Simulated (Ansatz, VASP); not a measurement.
**Lu3N2 in VASP and in Ansatz**

```
Lu N
1.0
     3.56323    0.00000    0.00000
    -1.78162    3.08585    0.00000
     0.00000    0.00000    8.79889
Lu N
3 2
Cartesian
  1.7816 1.0286 1.4537
  1.7816 1.0286 7.3451
  0.0000 0.0000 4.3994
  0.0000 0.0000 0.0000
  0.0000 2.0572 4.3994
```

Change from the starting cell: species swapped into the Co3Ge2 type (P-6m2, No. 187).

Alike in both runs: functional PBE; k mesh 12 × 12 × 4; occupations gaussian, width 0.1 eV; no spin polarisation.

Ansatz relaxed the structure, and its values are those at the end. VASP's run is a single point on that final structure, the one shown.

```csv
,VASP,Ansatz
version,VASP 6.6.1,Ansatz 0.2.0
potentials or method,"VASP PAW PBE potentials, release 64 (Lu, N), cutoff 600 eV","scalar-relativistic, plane waves, PAW"
valence electrons in the cell,85,85
```

|  | VASP | Ansatz | Ansatz less VASP |
| --- | --- | --- | --- |
| gap on the k mesh at the Fermi level (eV) | none | none | - |
| pressure (GPa) | 0.5 | 0.0 | -0.55 |
| rms of the force components (eV/Å) | 0.014 | 0.001 | -0.0136 |

A gap of «none» marks a metal or a gap that the smearing closes. With one functional, cell and mesh, what is left measures potentials, basis and numerics.

Spin-orbit coupling is off throughout.
